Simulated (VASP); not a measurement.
Wanted: the native input for a VASP 6.6.1 run.

| Quantity | Value |
| --- | --- |
| Task | single point |
| Functional | PBE |
| Potentials or basis | VASP PAW PBE potentials, release 64 (Zn, Cd, Te) |
| Cutoff | 520 eV |
| k mesh | 3 × 3 × 4 |
| Occupations | gaussian, width 0.1 eV |
| Spin | no spin polarisation |
| Dipole correction | no |
| Further INCAR settings | ALGO = Normal; EDIFF = 1e-06; NBANDS = 39 |

The structure of ZnCd3Te2 lies in POSCAR:

```
ZnCd3Te2
1.0
    6.4954468329      0.0000000000      0.0000000000
   -3.2477234165      5.6252219663      0.0000000000
    0.0000000000      0.0000000000      5.1519434383
Zn Cd Te
1 3 2
Direct
    0.0000000000      0.0000000000      0.5000000000
    0.5000000000      0.0000000000      0.5000000000
    0.0000000000      0.5000000000      0.5000000000
    0.5000000000      0.5000000000      0.5000000000
    0.3333333333      0.6666666667      0.0743109111
    0.6666666667      0.3333333333      0.9256890889
```

The cell was generated, and may not be a known phase.

One way to write it, as run:

INCAR

```
ALGO     = Normal         # electronic algorithm
EDIFF    = 1E-6           # SCF threshold, eV
ENCUT    = 520            # plane-wave cutoff, eV
GGA      = PE             # functional
ISIF     = 2              # what is computed and relaxed
ISMEAR   = 0              # smearing method
LASPH    = True           # aspherical terms in the spheres
LCHARG   = True           # write CHGCAR
LELF     = True           # ELF
LREAL    = False          # projectors in reciprocal space
LVHAR    = True         
LWAVE    = False          # write WAVECAR
NBANDS   = 39             # bands
NELM     = 80             # most SCF steps
PREC     = Accurate       # precision mode
SIGMA    = 0.1            # smearing width, eV
```

KPOINTS

```
k-points
0
Gamma
  3 3 4
```

Potentials or basis: VASP PAW PBE potentials, release 64 (Zn, Cd, Te).

Launch:

```sh
$ cat potpaw_PBE.64/Zn/POTCAR potpaw_PBE.64/Cd/POTCAR potpaw_PBE.64/Te/POTCAR > POTCAR
$ mpirun -np 1 vasp_std > vasp.out
```

Results of the run:

- Pressure: 0.2 GPa
- Band gap on the k mesh: zero (bands 30 and 31 overlap by 1.22 eV)

Caveat: the k points lie up to 0.37 Å⁻¹ apart, too coarse for converged energies and pressures of a metal; spin-orbit coupling is left out, which moves the levels of the heavy elements.

Run time: 76 s on 1 thread of Intel(R) Xeon(R) Platinum 8488C (Sapphire Rapids), with other jobs on the host, peak memory 0.32 GiB.
